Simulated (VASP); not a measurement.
# GaN (F-43m) in VASP: notebook

The runs below take GaN through relaxation of cell and atoms, single point, with LDA.

Everything below comes from runs of VASP 6.6.1. Logs are shortened: lines on timing, memory, paths and dates and some standing lists are left out, and cuts for length are marked.

### 1 The cell of the first run

Symmetry: F-43m, No. 216, cubic system. The conventional cell has a = 4.455 Å, b = 4.455 Å, c = 4.455 Å, α = 90.00°, β = 90.00°, γ = 90.00°. Within 2.6 Å of Ga (site symmetry -43m) lie 4 N at 1.93 Å. N (site symmetry -43m) has 4 Ga at 1.93 Å within 2.6 Å.

### 2 Relaxation of cell and atoms, LDA, target pressure 30 GPa, at which the enthalpy is minimised

File INCAR:

```
SYSTEM = GaN
PREC     = Accurate       ! precision mode
ENCUT    = 600            ! plane-wave cutoff, eV
EDIFF    = 1E-7           ! SCF threshold, eV
ISMEAR   = 0              ! smearing method
SIGMA    = 0.01           ! smearing width, eV
LREAL    = .FALSE.        ! projectors in reciprocal space
LASPH    = .TRUE.         ! aspherical terms in the spheres
NELM     = 80             ! most SCF steps
ALGO     = Normal         ! electronic algorithm
ISIF     = 3              ! what is computed and relaxed
LWAVE    = .FALSE.        ! write WAVECAR
LCHARG   = .FALSE.        ! write CHGCAR
IBRION   = 2              ! ionic algorithm
NSW      = 80             ! ionic steps
EDIFFG   = -0.001         ! ionic threshold
PSTRESS  = 300.0
```

File KPOINTS:

```
Automatic mesh
0
G
  10 10 10
  0 0 0
```

File POSCAR:

```
GaN
1.0
    0.0000000000      2.2277008333      2.2277008333
    2.2277008333      0.0000000000      2.2277008333
    2.2277008333      2.2277008333      0.0000000000
Ga N
1 1
Direct
    0.0000000000      0.0000000000      0.0000000000
    0.7500000000      0.7500000000      0.7500000000
```

Potentials or basis: VASP PAW LDA potentials, release 64 (Ga_d, N).

The run is started by

```sh
$ cat potpaw_LDA.64/Ga_d/POTCAR potpaw_LDA.64/N/POTCAR > POTCAR
$ mpirun -np 1 vasp_std > vasp.out
```

OUTCAR:

```text
SYSTEM = GaN
   PREC = Accurate
   ENCUT = 600
   EDIFF = 1E-7
   ISMEAR = 0
   LREAL = .FALSE.
   LASPH = .TRUE.
   NELM = 80
   ISIF = 3
   IBRION = 2
   NSW = 80
   EDIFFG = -0.001
   PSTRESS = 300.0

 ion  position               nearest neighbor table
   1  0.000  0.000  0.000-   2 1.93   2 1.93   2 1.93   2 1.93
   2  0.750  0.750  0.750-   1 1.93   1 1.93   1 1.93   1 1.93

  LATTYP: Found a face centered cubic cell.
 ALAT       =     4.4554016666

  Lattice vectors:

 A1 = (   0.0000000000,   2.2277008333,   2.2277008333)
 A2 = (   2.2277008333,   0.0000000000,   2.2277008333)
 A3 = (   2.2277008333,   2.2277008333,   0.0000000000)

Analysis of symmetry for initial positions (statically):
=====================================================================
 Subroutine PRICEL returns:
 Original cell was already a primitive cell.

 Routine SETGRP: Setting up the symmetry group for a
 face centered cubic supercell.

 Subroutine GETGRP returns: Found 24 space group operations
 (whereof 24 operations were pure point group operations)
 out of a pool of 48 trial point group operations.

The static configuration has the point symmetry T_d .

Analysis of symmetry for dynamics (positions and initial velocities):
=====================================================================
 Subroutine PRICEL returns:
 Original cell was already a primitive cell.

 Routine SETGRP: Setting up the symmetry group for a
 face centered cubic supercell.

 Subroutine GETGRP returns: Found 24 space group operations
 (whereof 24 operations were pure point group operations)
 out of a pool of 48 trial point group operations.

The dynamic configuration has the point symmetry T_d .

 Subroutine INISYM returns: Found 24 space group operations
 (whereof 24 operations are pure point group operations),
 and found     1 'primitive' translations

----------------------------------------------------------------------------------------

                                     Primitive cell

  volume of cell :      22.1106

  direct lattice vectors                    reciprocal lattice vectors
     0.000000000  2.227700833  2.227700833    -0.224446655  0.224446655  0.224446655
     2.227700833  0.000000000  2.227700833     0.224446655 -0.224446655  0.224446655
     2.227700833  2.227700833  0.000000000     0.224446655  0.224446655 -0.224446655

  length of vectors
     3.150444731  3.150444731  3.150444731     0.388753010  0.388753010  0.388753010

  position of ions in fractional coordinates (direct lattice)
     0.000000000  0.000000000  0.000000000
     0.750000000  0.750000000  0.750000000

  ion indices of the primitive-cell ions
   primitive index   ion index
                 1           1
                 2           2

----------------------------------------------------------------------------------------

 KPOINTS: Automatic mesh

Automatic generation of k-mesh.
 Grid dimensions read from file:
 generate k-points for:   10   10   10

 Generating k-lattice:

  Cartesian coordinates                     Fractional coordinates (reciprocal lattice)
    -0.022444665  0.022444665  0.022444665     0.100000000  0.000000000  0.000000000
     0.022444665 -0.022444665  0.022444665     0.000000000  0.100000000  0.000000000
     0.022444665  0.022444665 -0.022444665     0.000000000  0.000000000  0.100000000

  Length of vectors
     0.038875301  0.038875301  0.038875301

  Shift w.r.t. Gamma in fractional coordinates (k-lattice)
     0.000000000  0.000000000  0.000000000

 Subroutine IBZKPT returns following result:
 ===========================================

 Found     47 irreducible k-points:

 Following reciprocal coordinates:
            Coordinates               Weight
  0.000000  0.000000  0.000000      1.000000
  0.100000  0.000000  0.000000      8.000000
  0.200000  0.000000  0.000000      8.000000
  0.300000  0.000000  0.000000      8.000000
  0.400000  0.000000  0.000000      8.000000
  0.500000  0.000000  0.000000      4.000000
[... 16 lines left out ...]
  0.300000  0.300000  0.000000      6.000000
  0.400000  0.300000  0.000000     24.000000
 [... further k-points ...]
   k-points           NKPTS =     47   k-points in BZ     NKDIM =     47   number of bands    NBANDS=     13
   number of dos      NEDOS =    301   number of ions     NIONS =      2
   total plane-waves  NPLWV =  21952
   dimension x,y,z NGX =    28 NGY =   28 NGZ =   28
   dimension x,y,z NGXF=    56 NGYF=   56 NGZF=   56
   ions per type =               1   1
   NGX,Y,Z   is equivalent  to a cutoff of  14.78, 14.78, 14.78 a.u.
   NGXF,Y,Z  is equivalent  to a cutoff of  29.55, 29.55, 29.55 a.u.
 SYSTEM =  GaN
   PREC   = accura    normal or accurate (medium, high low for compatibility)
   ISTART =      0    job   : 0-new  1-cont  2-samecut
   ICHARG =      2    charge: 1-file 2-atom 10-const
   ISPIN  =      1    spin polarized calculation?
   LNONCOLLINEAR =      F non collinear calculations
   LSORBIT =      F    spin-orbit coupling
   LASPH  =      T    aspherical Exc in radial PAW
   ENCUT  =  600.0 eV  44.10 Ry    6.64 a.u.   6.29  6.29  6.29*2*pi/ulx,y,z
   NELM   =     80;   NELMIN=  2; NELMDL= -5     # of ELM steps
   EDIFF  = 0.1E-06   stopping-criterion for ELM
   LREAL  =      F    real-space projection
   EDIFFG = -.1E-02   stopping-criterion for IOM
   NSW    =     80    number of steps for IOM
   IBRION =      2    ionic relax: 0-MD 1-quasi-New 2-CG
   NFREE  =      1    steps in history (QN), initial steepest desc. (CG)
   ISIF   =      3    stress and relaxation
   ISYM   =      2    0-nonsym 1-usesym 2-fastsym
   POTIM  = 0.5000    time-step for ionic-motion
   TEBEG  =    0.0;   TEEND  =   0.0 temperature during run
   PSTRESS=  300.0 pullay stress
   NELECT =      18.0000    total number of electrons
   NUPDOWN=      -1.0000    fix difference up-down
   EMIN   =  10.00;   EMAX   =-10.00  energy-range for DOS
   EFERMI =   0.00;   METHOD = LEGACY
   ISMEAR =     0;   SIGMA  =   0.01  broadening in eV -4-tet -1-fermi 0-gaus
   EFERMI_NEDOS =   21; number of points for ismear=-14 and -15
   IALGO  =     38    algorithm
   IMIX   =      4    mixing-type and parameters
     AMIX     =   0.40;   BMIX     =  1.00
     AMIX_MAG =   1.60;   BMIX_MAG =  1.00
  volume/ion in A,a.u.               =      11.06        74.60
  Fermi-wavevector in a.u.,A,eV,Ry     =   1.528617  2.888668 31.792341  2.336671
  Thomas-Fermi vector in A             =   2.636351
   LORBIT       =      0    0 simple, 1 ext, 2 COOP (PROOUT), +10 PAW based schemes
   GGA     = CA    functional components
   LHFCALC =     F    Hartree Fock is set to
   AEXX    =    0.0000 exact exchange contribution
   IVDW    =     0    specifies the selected vdW correction
   LEPSILON=     F    determine dielectric tensor
   LRPA    =     F    only Hartree local field effects (RPA)
 conjugate gradient relaxation of ions
 non-spin polarized calculation
 Gauss-broadening in eV      SIGMA  =   0.01
  energy-cutoff  :      600.00
  volume of cell :       22.11
 maximum number of plane-waves:       754
 NGX is ok and might be reduce to    28
   NGX = 13   NGY = 13   NGZ = 13

--------------------------------------- Ionic step        1  -------------------------------------------

 number of electron      18.0000001 magnetization

 Free energy of the ion-electron system (eV)
  ---------------------------------------------------
  ext. energy  EPLUGINS =         0.00000000
  ---------------------------------------------------
  free energy    TOTEN  =       -13.94409872 eV

  energy without entropy =      -13.94409872  energy(sigma->0) =      -13.94409872

------------------------ aborting loop because EDIFF is reached ----------------------------------------

  FORCE on cell =-STRESS in cart. coord.  units (eV):
  Direction    XX          YY          ZZ          XY          YZ          ZX
  --------------------------------------------------------------------------------------
  -------------------------------------------------------------------------------------
  Total        0.1372587      0.1372587      0.1372587      0.0000000      0.0000000      0.0000000
  in kB        9.9460357      9.9460357      9.9460357      0.0000000      0.0000000      0.0000000
  external PRESSURE =    -290.0539643 kB  Pullay stress =     300.0000000 kB

 VOLUME and BASIS-vectors are now :
 -----------------------------------------------------------------------------
  energy-cutoff  :      600.00
  volume of cell :       22.11
      direct lattice vectors                 reciprocal lattice vectors
     0.000000000  2.227700833  2.227700833    -0.224446655  0.224446655  0.224446655
     2.227700833  0.000000000  2.227700833     0.224446655 -0.224446655  0.224446655
     2.227700833  2.227700833  0.000000000     0.224446655  0.224446655 -0.224446655
[... 198 lines left out ...]
  FREE ENERGIE OF THE ION-ELECTRON SYSTEM (eV)
  ---------------------------------------------------
  free  energy   TOTEN  =       -13.7421716359 eV

  energy  without entropy=      -13.7421716359  energy(sigma->0) =      -13.74217164

  enthalpy is  TOTEN    =       -10.0337178228 eV   P V=        3.7084538131

--------------------------------------- Ionic step        7  -------------------------------------------

 number of electron      18.0000003 magnetization

 Free energy of the ion-electron system (eV)
  ---------------------------------------------------
  ext. energy  EPLUGINS =         0.00000000
  ---------------------------------------------------
  free energy    TOTEN  =       -13.73946456 eV

  energy without entropy =      -13.73946456  energy(sigma->0) =      -13.73946456

 E-fermi :   6.8173     XC(G=0): -12.9153

 val. band max:        6.7732090808   @ k =   0.0000   0.0000   0.0000
 cond. band min:       9.4613385740   @ k =   0.0000   0.0000   0.0000
 fundamental gap:      2.6881294932
 Fermi energy:         6.8172865256

 k-point     1 :       0.0000    0.0000    0.0000
  band No.  band energies     occupation
      1     -10.4041      2.00000
      2      -7.0192      2.00000
      3      -7.0192      2.00000
      4      -7.0192      2.00000
      5      -6.5239      2.00000
      6      -6.5239      2.00000
      7       6.7732      2.00000
      8       6.7732      2.00000
      9       6.7732      2.00000
     10       9.4613      0.00000
     11      17.7975      0.00000
     12      17.7975      0.00000
     13      17.7975      0.00000

 k-point     2 :       0.1000    0.0000    0.0000
  band No.  band energies     occupation
      1     -10.2590      2.00000
      2      -6.9987      2.00000
      3      -6.9987      2.00000
      4      -6.9897      2.00000
      5      -6.5264      2.00000
      6      -6.5264      2.00000
      7       5.7151      2.00000
      8       6.6428      2.00000
      9       6.6428      2.00000
     10      10.2045      0.00000
     11      17.2954      0.00000
[... 339 lines left out ...]
 k-point    24 :       0.4000    0.3000    0.0000
  band No.  band energies     occupation
      1      -8.9583      2.00000
      2      -6.8749      2.00000
      3      -6.6818      2.00000
      4      -6.6776      2.00000
      5      -6.4336      2.00000
      6      -5.6802      2.00000
      7       1.3968      2.00000
      8       3.7830      2.00000
      9       4.1541      2.00000
     10      11.3424      0.00000
     11      14.7858      0.00000
     12      18.2524      0.00000
     13      20.7565      0.00000

 [... further k-points ...]
[... 5 lines left out ...]
  --------------------------------------------------------------------------------------
  -------------------------------------------------------------------------------------
  Total        3.7060589      3.7060589      3.7060589      0.0000000      0.0000000     -0.0000000
  in kB      300.0262899    300.0262899    300.0262899      0.0000000      0.0000000     -0.0000000
  external PRESSURE =       0.0262899 kB  Pullay stress =     300.0000000 kB

 VOLUME and BASIS-vectors are now :
 -----------------------------------------------------------------------------
  energy-cutoff  :      600.00
  volume of cell :       19.79
      direct lattice vectors                 reciprocal lattice vectors
    -0.000000000  2.146896945  2.146896945    -0.232894272  0.232894272  0.232894272
     2.146896945  0.000000000  2.146896945     0.232894272 -0.232894272  0.232894272
     2.146896945  2.146896945 -0.000000000     0.232894272  0.232894272 -0.232894272

 POSITION                                       TOTAL-FORCE (eV/Angst)
 -----------------------------------------------------------------------------------
     -0.00000      0.00000      0.00000         0.000000      0.000000      0.000000
      3.22035      3.22035      3.22035        -0.000000     -0.000000     -0.000000
 -----------------------------------------------------------------------------------
    total drift:                                0.000001      0.000001      0.000001

  FREE ENERGIE OF THE ION-ELECTRON SYSTEM (eV)
  ---------------------------------------------------
  free  energy   TOTEN  =       -13.7394645612 eV

  energy  without entropy=      -13.7394645612  energy(sigma->0) =      -13.73946456

  enthalpy is  TOTEN    =       -10.0337303929 eV   P V=        3.7057341683

 reached required accuracy - stopping structural energy minimisation
```

Run time: 52 s. Hardware: 1 thread of AMD EPYC 9R45 (Zen 5), shared host; peak memory 0.13 GiB.

Results:

```yaml
Free_energy: -13.7395 eV
Relaxed_volume: 9.90 Å³/atom
Relaxed_cell: a = 3.036 Å, b = 3.036 Å, c = 3.036 Å, α = 60.00°, β = 60.00°, γ = 60.00°
Space_group_after_relaxing_to_0.05_Å: F-43m (No. 216)
Energy_change_on_relaxing_the_enthalpy_is_what_falls: +102.3 meV/atom
Ionic_steps: 7
Pressure_after_relaxing: 30.0 GPa
Band_gap_on_the_k_mesh: 2.69 eV, direct
```

Step by step:
| step | energy change (eV) | largest force (eV/Å) | pressure (GPa) | volume (Å³) |
| --- | --- | --- | --- | --- |
| 1 | 0.0000 | 0.0000 | 0.99 | 22.11 |
| 2 | 1.7052 | 0.0000 | 121.23 | 16.30 |
| 3 | 0.1809 | 0.0000 | 28.16 | 19.92 |
| 4 | 0.1975 | 0.0000 | 29.45 | 19.83 |
| 5 | 0.2056 | 0.0000 | 30.13 | 19.79 |
| 6 | 0.2019 | 0.0000 | 29.71 | 19.81 |
| 7 | 0.2046 | 0.0000 | 30.00 | 19.79 |

Final structure:
```xyz
2
Lattice="0.0000 2.1469 2.1469 2.1469 0.0000 2.1469 2.1469 2.1469 0.0000" Properties=species:S:1:pos:R:3 pbc="T T T"
Ga    0.0000    0.0000    0.0000
N     3.2203    3.2203    3.2203
```

Caveat: the cell is relaxed towards a set pressure, so the enthalpy falls and the energy may rise.

### 3 Relaxation of cell and atoms, LDA, target pressure 30 GPa, at which the enthalpy is minimised

File INCAR:

```
PREC     = Accurate       # precision mode
ENCUT    = 600            # plane-wave cutoff, eV
EDIFF    = 1E-7           # SCF threshold, eV
ISMEAR   = 0              # smearing method
SIGMA    = 0.01           # smearing width, eV
LREAL    = False          # projectors in reciprocal space
LASPH    = True           # aspherical terms in the spheres
NELM     = 60             # most SCF steps
ALGO     = Normal         # electronic algorithm
ISIF     = 3              # what is computed and relaxed
LWAVE    = False          # write WAVECAR
LCHARG   = False          # write CHGCAR
IBRION   = 2              # ionic algorithm
NSW      = 80             # ionic steps
EDIFFG   = -0.001         # ionic threshold
PSTRESS  = 300.0
```

File KPOINTS:

```
regular mesh
0
Gamma
  10 10 10
```

POSCAR is that of step 2.

Potentials or basis: VASP PAW LDA potentials, release 64 (Ga_d, N).

The run is started by

```sh
$ cat potpaw_LDA.64/Ga_d/POTCAR potpaw_LDA.64/N/POTCAR > POTCAR
$ mpirun -np 1 vasp_std > vasp.out
```

Run time: 51 s. Hardware: 1 thread of AMD EPYC 9R45 (Zen 5), shared host; peak memory 0.13 GiB.

Results (log left out):

```yaml
Free_energy: -13.7395 eV
Relaxed_volume: 9.90 Å³/atom
Relaxed_cell: a = 3.036 Å, b = 3.036 Å, c = 3.036 Å, α = 60.00°, β = 60.00°, γ = 60.00°
Space_group_after_relaxing_to_0.05_Å: F-43m (No. 216)
Energy_change_on_relaxing_the_enthalpy_is_what_falls: +102.3 meV/atom
Ionic_steps: 7
Pressure_after_relaxing: 30.0 GPa
Band_gap_on_the_k_mesh: 2.69 eV, direct
```

Step by step:
| step | energy change (eV) | largest force (eV/Å) | pressure (GPa) | volume (Å³) |
| --- | --- | --- | --- | --- |
| 1 | 0.0000 | 0.0000 | 0.99 | 22.11 |
| 2 | 1.7052 | 0.0000 | 121.23 | 16.30 |
| 3 | 0.1809 | 0.0000 | 28.16 | 19.92 |
| 4 | 0.1975 | 0.0000 | 29.45 | 19.83 |
| 5 | 0.2056 | 0.0000 | 30.13 | 19.79 |
| 6 | 0.2019 | 0.0000 | 29.71 | 19.81 |
| 7 | 0.2046 | 0.0000 | 30.00 | 19.79 |

Final structure:
```yaml
crystal:
  lattice:
    - [0.00000, 2.14690, 2.14690]
    - [2.14690, 0.00000, 2.14690]
    - [2.14690, 2.14690, 0.00000]
  atoms:
    - { symbol: Ga, position: [0.00000, 0.00000, 0.00000] }
    - { symbol: N, position: [0.75000, 0.75000, 0.75000] }
```

Levels at points of the mesh, in eV from the valence-band top:
```tsv
k point	band 7	band 8	band 9	band 10	band 11	band 12
(0.00, 0.00, 0.00)	0.00	0.00	0.00	2.69	11.02	11.02
(0.50, 0.00, 0.00)	-8.16	-1.18	-1.18	5.55	9.30	10.95
(0.50, 0.50, 0.00)	-6.84	-3.30	-3.30	3.28	7.29	12.63
```

Caveat: the cell is relaxed towards a set pressure, so the enthalpy falls and the energy may rise. A hybrid or GW would open this gap; LDA tends to underestimate it.

(Continued in part 2 of 2.)
